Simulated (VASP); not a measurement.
# BiO5 (R-3m) in VASP: a series of runs

The runs below take BiO5 through single point, with PBE.

Program: VASP 6.6.1. These are calculated values, not measurements. Logs are shortened: lines on timing, memory, paths and dates and some standing lists are left out, and cuts for length are marked.

**1. The cell of the first run**

It takes space group R-3m (No. 166, trigonal). The conventional cell has a = 6.067 Å, b = 6.067 Å, c = 7.320 Å, α = 90.00°, β = 90.00°, γ = 120.00°. Within 2.8 Å of Bi (site symmetry -3m) lie 6 O at 2.13 Å. Within 1.6 Å of O (site symmetry 3m) lie 1 O at 1.18 Å. O (site symmetry 2/m) has 2 Bi at 2.13 Å and 2 O at 2.55 Å within 2.8 Å.

**2. Single point, PBE**

Input file INCAR:

```
SYSTEM = BiO5
PREC = Accurate
ENCUT = 600
EDIFF = 1E-6
ISMEAR = 0
SIGMA = 0.2
LREAL = .FALSE.
LASPH = .TRUE.
NELM = 120
ALGO = Normal
ISIF = 2
LWAVE = .FALSE.
LCHARG = .FALSE.
GGA = PE
NBANDS = 32
GGA_COMPAT = .FALSE.
```

Input file KPOINTS:

```
Automatic mesh
0
G
  4 4 4
  0 0 0
```

Input file POSCAR:

```
BiO5
1.0
    3.0337334675      1.7515268341      2.4398587537
   -3.0337334675      1.7515268341      2.4398587537
    0.0000000000     -3.5030536682      2.4398587537
Bi O
1 5
Direct
    0.0000000000      0.0000000000      0.0000000000
    0.4192997049      0.4192997049      0.4192997049
    0.5807002951      0.5807002951      0.5807002951
    0.0000000000      0.5000000000      0.0000000000
    0.0000000000      0.0000000000      0.5000000000
    0.5000000000      0.0000000000      0.0000000000
```

Potentials or basis: VASP PAW PBE potentials, release 64 (Bi_d, O).

Run with:

```bash
cat potpaw_PBE.64/Bi_d/POTCAR potpaw_PBE.64/O/POTCAR > POTCAR
mpirun -np 1 vasp_std > vasp.out
```

OUTCAR:

```text
SYSTEM = BiO5
   PREC = Accurate
   ENCUT = 600
   EDIFF = 1E-6
   ISMEAR = 0
   LREAL = .FALSE.
   LASPH = .TRUE.
   NELM = 120
   ISIF = 2
   GGA = PE

 ion  position               nearest neighbor table
   1  0.000  0.000  0.000-   5 2.13   5 2.13   6 2.13   4 2.13   4 2.13   6 2.13
   2  0.419  0.419  0.419-   3 1.18
   3  0.581  0.581  0.581-   2 1.18
   4  0.000  0.500  0.000-   1 2.13   1 2.13
   5  0.000  0.000  0.500-   1 2.13   1 2.13
   6  0.500  0.000  0.000-   1 2.13   1 2.13

  LATTYP: Found a trigonal (rhomboedric) cell.
 ALAT       =     4.2689923566
 COS(alpha) =    -0.0100295652

  Lattice vectors:

 A1 = (   3.0337334675,   1.7515268341,   2.4398587537)
 A2 = (  -3.0337334675,   1.7515268341,   2.4398587537)
 A3 = (   0.0000000000,  -3.5030536682,   2.4398587537)

Analysis of symmetry for initial positions (statically):
=====================================================================
 Subroutine PRICEL returns:
 Original cell was already a primitive cell.

 Routine SETGRP: Setting up the symmetry group for a
 trigonal (rhombohedral) supercell.

 Subroutine GETGRP returns: Found 12 space group operations
 (whereof 12 operations were pure point group operations)
 out of a pool of 12 trial point group operations.

The static configuration has the point symmetry D_3d.

Analysis of symmetry for dynamics (positions and initial velocities):
=====================================================================
 Subroutine PRICEL returns:
 Original cell was already a primitive cell.

 Routine SETGRP: Setting up the symmetry group for a
 trigonal (rhombohedral) supercell.

 Subroutine GETGRP returns: Found 12 space group operations
 (whereof 12 operations were pure point group operations)
 out of a pool of 12 trial point group operations.

The dynamic configuration has the point symmetry D_3d.

 Subroutine INISYM returns: Found 12 space group operations
 (whereof 12 operations are pure point group operations),
 and found     1 'primitive' translations

----------------------------------------------------------------------------------------

                                     Primitive cell

  volume of cell :      77.7876

  direct lattice vectors                    reciprocal lattice vectors
     3.033733467  1.751526834  2.439858754     0.164813424  0.095155075  0.136619930
    -3.033733467  1.751526834  2.439858754    -0.164813424  0.095155075  0.136619930
     0.000000000 -3.503053668  2.439858754     0.000000000 -0.190310149  0.136619930

  length of vectors
[... 82 lines left out ...]
   IBRION =     -1    ionic relax: 0-MD 1-quasi-New 2-CG
   NFREE  =      0    steps in history (QN), initial steepest desc. (CG)
   ISIF   =      2    stress and relaxation
   ISYM   =      2    0-nonsym 1-usesym 2-fastsym
   POTIM  = 0.5000    time-step for ionic-motion
   TEBEG  =    0.0;   TEEND  =   0.0 temperature during run
   PSTRESS=    0.0 pullay stress
   NELECT =      45.0000    total number of electrons
   NUPDOWN=      -1.0000    fix difference up-down
   EMIN   =  10.00;   EMAX   =-10.00  energy-range for DOS
   EFERMI =   0.00;   METHOD = LEGACY
   ISMEAR =     0;   SIGMA  =   0.20  broadening in eV -4-tet -1-fermi 0-gaus
   EFERMI_NEDOS =   21; number of points for ismear=-14 and -15
   IALGO  =     38    algorithm
   IMIX   =      4    mixing-type and parameters
     AMIX     =   0.40;   BMIX     =  1.00
     AMIX_MAG =   1.60;   BMIX_MAG =  1.00
  volume/ion in A,a.u.               =      12.96        87.49
  Fermi-wavevector in a.u.,A,eV,Ry     =   1.364088  2.577752 25.316839  1.860735
  Thomas-Fermi vector in A             =   2.490434
   LORBIT       =      0    0 simple, 1 ext, 2 COOP (PROOUT), +10 PAW based schemes
   GGA     = PE    functional components
   LHFCALC =     F    Hartree Fock is set to
   AEXX    =    0.0000 exact exchange contribution
   IVDW    =     0    specifies the selected vdW correction
   LEPSILON=     F    determine dielectric tensor
   LRPA    =     F    only Hartree local field effects (RPA)
 non-spin polarized calculation
 Gauss-broadening in eV      SIGMA  =   0.20
  energy-cutoff  :      600.00
  volume of cell :       77.79
 maximum number of plane-waves:      2616
 NGX is ok and might be reduce to    36
   NGX = 17   NGY = 17   NGZ = 17

 number of electron      45.0000028 magnetization

 Free energy of the ion-electron system (eV)
  ---------------------------------------------------
  ext. energy  EPLUGINS =         0.00000000
  ---------------------------------------------------
  free energy    TOTEN  =       -28.58558220 eV

  energy without entropy =      -28.49776756  energy(sigma->0) =      -28.54167488

 E-fermi :   2.6005     XC(G=0): -10.1414

 val. band max:        2.5811959590   @ k =  -0.2500   0.2500   0.0000
 cond. band min:       2.6350609297   @ k =  -0.2500   0.5000   0.2500
 fundamental gap:      0.0538649707
 Fermi energy:         2.6004903047

 k-point     1 :       0.0000    0.0000    0.0000
  band No.  band energies     occupation
      1     -25.4127      2.00000
      2     -19.9252      2.00000
      3     -19.9252      2.00000
      4     -19.3525      2.00000
      5     -19.3223      2.00000
      6     -19.3223      2.00000
[... 444 lines left out ...]
     31      15.7070      0.00000
     32      15.7070      0.00000

------------------------ aborting loop because EDIFF is reached ----------------------------------------

  FORCE on cell =-STRESS in cart. coord.  units (eV):
  Direction    XX          YY          ZZ          XY          YZ          ZX
  --------------------------------------------------------------------------------------
  -------------------------------------------------------------------------------------
  Total        0.3460314      0.3460314      1.9255124      0.0000000      0.0000000      0.0000000
  in kB        7.1271499      7.1271499     39.6594558      0.0000000      0.0000000      0.0000000
  external PRESSURE =      17.9712519 kB  Pullay stress =       0.0000000 kB

 VOLUME and BASIS-vectors are now :
 -----------------------------------------------------------------------------
  energy-cutoff  :      600.00
  volume of cell :       77.79
      direct lattice vectors                 reciprocal lattice vectors
     3.033733467  1.751526834  2.439858754     0.164813424  0.095155075  0.136619930
    -3.033733467  1.751526834  2.439858754    -0.164813424  0.095155075  0.136619930
     0.000000000 -3.503053668  2.439858754     0.000000000 -0.190310149  0.136619930

 POSITION                                       TOTAL-FORCE (eV/Angst)
 -----------------------------------------------------------------------------------
      0.00000      0.00000      0.00000         0.000000     -0.000000      0.000000
      0.00000      0.00000      3.06910         0.000000     -0.000000     -1.638821
      0.00000      0.00000      4.25048         0.000000      0.000000      1.638821
     -1.51687      0.87576      1.21993        -0.000000     -0.000000      0.000000
      0.00000     -1.75153      1.21993        -0.000000     -0.000000      0.000000
      1.51687      0.87576      1.21993         0.000000     -0.000000      0.000000
 -----------------------------------------------------------------------------------
    total drift:                               -0.000000      0.000000      0.000000

  FREE ENERGIE OF THE ION-ELECTRON SYSTEM (eV)
  ---------------------------------------------------
  free  energy   TOTEN  =       -28.5855822007 eV

  energy  without entropy=      -28.4977675642  energy(sigma->0) =      -28.54167488
```

It took 18 s on 1 thread of Intel Xeon 6975P-C (Granite Rapids), shared host; peak memory 0.21 GiB.

Results:

| Quantity | Value |
| --- | --- |
| Free energy | -28.5856 eV |
| Pressure | 1.8 GPa |
| Largest force | 1.639 eV/Å |

Forces on the atoms (eV/Å):
```
Bi   0.000  0.000  0.000
O    0.000  0.000 -1.639
O    0.000  0.000  1.639
O    0.000  0.000  0.000
O    0.000  0.000  0.000
O    0.000  0.000  0.000
```

Stress tensor (GPa, compression positive):
```
0.71 0.00 0.00
0.00 0.71 0.00
0.00 0.00 3.97
```

Levels at points of the mesh, in eV from the Fermi level:
```tsv
k point	band 20	band 21	band 22	band 23	band 24	band 25
(0.00, 0.00, 0.00)	-0.96	-0.88	-0.88	-0.85	-0.36	-0.36
(0.50, 0.00, 0.00)	-1.06	-0.97	-0.95	0.06	0.57	1.45
(0.50, 0.50, 0.00)	-1.29	-1.08	-0.31	0.19	0.60	3.24
(0.50, 0.50, 0.50)	-0.21	-0.21	-0.16	-0.16	-0.04	4.79
```

Caveat: the k points lie up to 0.37 Å⁻¹ apart; the standard files for N, O and F lose accuracy on very short bonds; spin-orbit coupling is left out, which moves the levels of the heavy elements; an odd number of electrons without spin polarisation forces a metal; a magnetic or distorted state may lie lower.

**3. Single point, PBE**

This run uses another cell than the first one, of 14.89 Å³/atom, 1.148 times its volume.

Input file INCAR:

```
ALGO = Normal
EDIFF = 1E-6
ENCUT = 600
GGA = PE
GGA_COMPAT = False
ISIF = 2
ISMEAR = 0
LASPH = True
LCHARG = True
LELF = True
LREAL = False
LVHAR = True
LWAVE = False
NBANDS = 32
NELM = 120
PREC = Accurate
SIGMA = 0.2
```

Input file KPOINTS:

```
k-points
0
Gamma
  4 4 4
```

Input file POSCAR:

```
BiO5
1.0
    2.7836161210      1.6071215154      3.3273528548
   -2.7836161210      1.6071215154      3.3273528548
    0.0000000000     -3.2142430349      3.3273528529
Bi O
1 5
Direct
    0.0000000000      0.0000000000      0.0000000000
    0.0000000000      0.0000000000      0.5000000000
    0.5000000000      0.0000000000      0.0000000000
    0.0000000000      0.5000000000      0.0000000000
    0.2561672704      0.2561672704      0.2561672704
    0.7438327296      0.7438327296      0.7438327296
```

Potentials or basis: VASP PAW PBE potentials, release 64 (Bi_d, O).

Run with:

```bash
cat potpaw_PBE.64/Bi_d/POTCAR potpaw_PBE.64/O/POTCAR > POTCAR
mpirun -np 1 vasp_std > vasp.out
```

OUTCAR:

```text
EDIFF = 1E-6
   ENCUT = 600
   GGA = PE
   ISIF = 2
   ISMEAR = 0
   LASPH = True
   LREAL = False
   NELM = 120
   PREC = Accurate

 ion  position               nearest neighbor table
   1  0.000  0.000  0.000-   3 2.31   4 2.31   4 2.31   3 2.31   2 2.31   2 2.31   6 2.56   5 2.56

   2  0.000  0.000  0.500-   5 1.84   6 1.84   1 2.31   1 2.31
   3  0.500  0.000  0.000-   5 1.84   6 1.84   1 2.31   1 2.31
   4  0.000  0.500  0.000-   5 1.84   6 1.84   1 2.31   1 2.31
   5  0.256  0.256  0.256-   2 1.84   3 1.84   4 1.84   1 2.56
   6  0.744  0.744  0.744-   2 1.84   3 1.84   4 1.84   1 2.56

  LATTYP: Found a trigonal (rhomboedric) cell.
 ALAT       =     4.6262982280
 COS(alpha) =     0.2759285385

  Lattice vectors:

 A1 = (   2.7836161210,   1.6071215154,   3.3273528548)
 A2 = (  -2.7836161210,   1.6071215154,   3.3273528548)
 A3 = (   0.0000000000,  -3.2142430349,   3.3273528529)

Analysis of symmetry for initial positions (statically):
=====================================================================
 Subroutine PRICEL returns:
 Original cell was already a primitive cell.

 Routine SETGRP: Setting up the symmetry group for a
 trigonal (rhombohedral) supercell.

 Subroutine GETGRP returns: Found 12 space group operations
 (whereof 12 operations were pure point group operations)
 out of a pool of 12 trial point group operations.

The static configuration has the point symmetry D_3d.

Analysis of symmetry for dynamics (positions and initial velocities):
=====================================================================
 Subroutine PRICEL returns:
 Original cell was already a primitive cell.

 Routine SETGRP: Setting up the symmetry group for a
 trigonal (rhombohedral) supercell.
[... 118 lines left out ...]
   IALGO  =     38    algorithm
   IMIX   =      4    mixing-type and parameters
     AMIX     =   0.40;   BMIX     =  1.00
     AMIX_MAG =   1.60;   BMIX_MAG =  1.00
  volume/ion in A,a.u.               =      14.89       100.45
  Fermi-wavevector in a.u.,A,eV,Ry     =   1.302696  2.461738 23.089302  1.697016
  Thomas-Fermi vector in A             =   2.433747
   LORBIT       =      0    0 simple, 1 ext, 2 COOP (PROOUT), +10 PAW based schemes
   GGA     = PE    functional components
   LHFCALC =     F    Hartree Fock is set to
   AEXX    =    0.0000 exact exchange contribution
   IVDW    =     0    specifies the selected vdW correction
   LEPSILON=     F    determine dielectric tensor
   LRPA    =     F    only Hartree local field effects (RPA)
 non-spin polarized calculation
 Gauss-broadening in eV      SIGMA  =   0.20
  energy-cutoff  :      600.00
  volume of cell :       89.31
 maximum number of plane-waves:      3007
 NGX is ok and might be reduce to    40
   NGX = 19   NGY = 19   NGZ = 19

 number of electron      44.9999999 magnetization

 Free energy of the ion-electron system (eV)
  ---------------------------------------------------
  ext. energy  EPLUGINS =         0.00000000
  ---------------------------------------------------
  free energy    TOTEN  =       -26.56632688 eV

  energy without entropy =      -26.49968341  energy(sigma->0) =      -26.53300515

 E-fermi :   1.6406     XC(G=0):  -9.2041

 val. band max:        1.5490041668   @ k =   0.5000   0.2500   0.2500
 cond. band min:       1.6457351250   @ k =  -0.2500   0.2500   0.2500
 fundamental gap:      0.0967309581
 Fermi energy:         1.6405646535

 k-point     1 :       0.0000    0.0000    0.0000
  band No.  band energies     occupation
      1     -20.9571      2.00000
      2     -20.9571      2.00000
      3     -20.8320      2.00000
      4     -20.7657      2.00000
      5     -20.7657      2.00000
      6     -18.5915      2.00000
[... 444 lines left out ...]
     31      12.7087      0.00000
     32      13.1805      0.00000

------------------------ aborting loop because EDIFF is reached ----------------------------------------

  FORCE on cell =-STRESS in cart. coord.  units (eV):
  Direction    XX          YY          ZZ          XY          YZ          ZX
  --------------------------------------------------------------------------------------
  -------------------------------------------------------------------------------------
  Total        0.3655738      0.3655738      0.1462178      0.0000000      0.0000000      0.0000000
  in kB        6.5580920      6.5580920      2.6230259      0.0000000      0.0000000      0.0000000
  external PRESSURE =       5.2464033 kB  Pullay stress =       0.0000000 kB

 VOLUME and BASIS-vectors are now :
 -----------------------------------------------------------------------------
  energy-cutoff  :      600.00
  volume of cell :       89.31
      direct lattice vectors                 reciprocal lattice vectors
     2.783616121  1.607121515  3.327352855     0.179622469  0.103705081  0.100179737
    -2.783616121  1.607121515  3.327352855    -0.179622469  0.103705081  0.100179737
     0.000000000 -3.214243035  3.327352853     0.000000000 -0.207410162  0.100179737

 POSITION                                       TOTAL-FORCE (eV/Angst)
 -----------------------------------------------------------------------------------
      0.00000      0.00000      0.00000        -0.000000     -0.000000      0.000000
      0.00000     -1.60712      1.66368         0.000000     -0.000000      0.000000
      1.39181      0.80356      1.66368        -0.000000     -0.000000     -0.000000
     -1.39181      0.80356      1.66368        -0.000000     -0.000000      0.000000
      0.00000     -0.00000      2.55708        -0.000000     -0.000000      0.001176
      0.00000     -0.00000      7.42498        -0.000000      0.000000     -0.001176
 -----------------------------------------------------------------------------------
    total drift:                               -0.000000     -0.000000      0.000000

  FREE ENERGIE OF THE ION-ELECTRON SYSTEM (eV)
  ---------------------------------------------------
  free  energy   TOTEN  =       -26.5663268842 eV

  energy  without entropy=      -26.4996834112  energy(sigma->0) =      -26.53300515
```

OSZICAR:

```text
N       E                     dE             d eps       ncg     rms          rms(c)
DAV:   1     0.507705641658E+03    0.50771E+03   -0.24689E+04   832   0.166E+03
DAV:   2     0.320698488503E+02   -0.47564E+03   -0.44755E+03   952   0.461E+02
DAV:   3    -0.265723189157E+02   -0.58642E+02   -0.55990E+02  1024   0.157E+02
DAV:   4    -0.288120538875E+02   -0.22397E+01   -0.22284E+01   904   0.345E+01
DAV:   5    -0.288797612607E+02   -0.67707E-01   -0.67700E-01  1208   0.588E+00    0.966E+00
DAV:   6    -0.266912476380E+02    0.21885E+01   -0.46006E+00  1184   0.289E+01    0.414E+00
DAV:   7    -0.265875295643E+02    0.10372E+00   -0.63906E-01  1000   0.458E+00    0.208E+00
DAV:   8    -0.265687963449E+02    0.18733E-01   -0.11619E-01   904   0.282E+00    0.536E-01
DAV:   9    -0.265654488062E+02    0.33475E-02   -0.15497E-02  1200   0.882E-01    0.213E-01
DAV:  10    -0.265661952934E+02   -0.74649E-03   -0.75910E-03  1160   0.631E-01    0.151E-01
DAV:  11    -0.265663397216E+02   -0.14443E-03   -0.16699E-03  1104   0.412E-01    0.387E-02
DAV:  12    -0.265663235471E+02    0.16174E-04   -0.12351E-04  1016   0.920E-02    0.842E-03
DAV:  13    -0.265663264442E+02   -0.28971E-05   -0.16089E-05  1008   0.251E-02    0.252E-03
DAV:  14    -0.265663268842E+02   -0.43999E-06   -0.10257E-06   632   0.865E-03
   1 F= -.26566327E+02 E0= -.26533005E+02  d E =-.666435E-01
```

It took 25 s on 1 thread of Intel Xeon 6975P-C (Granite Rapids), shared host; peak memory 0.24 GiB.

What came out:

* Free energy: -26.5663 eV
* Pressure: 0.5 GPa

Levels at points of the mesh, in eV from the Fermi level:
| k point | band 20 | band 21 | band 22 | band 23 | band 24 | band 25 | band 26 | band 27 |
| --- | --- | --- | --- | --- | --- | --- | --- | --- |
| (0.00, 0.00, 0.00) | -1.71 | -1.12 | -1.12 | -0.88 | 2.17 | 3.15 | 3.15 | 6.39 |
| (0.50, 0.00, 0.00) | -1.21 | -0.36 | -0.34 | -0.25 | 2.15 | 2.46 | 2.92 | 4.18 |
| (0.50, 0.50, 0.00) | -0.92 | -0.76 | -0.19 | 0.64 | 2.53 | 2.69 | 3.09 | 3.50 |
| (0.50, 0.50, 0.50) | -0.84 | -0.84 | -0.76 | 0.91 | 2.23 | 3.03 | 3.03 | 3.09 |

Caveat: the k points lie up to 0.36 Å⁻¹ apart; spin-orbit coupling is left out, which moves the levels of the heavy elements; an odd number of electrons without spin polarisation forces a metal; a magnetic or distorted state may lie lower.
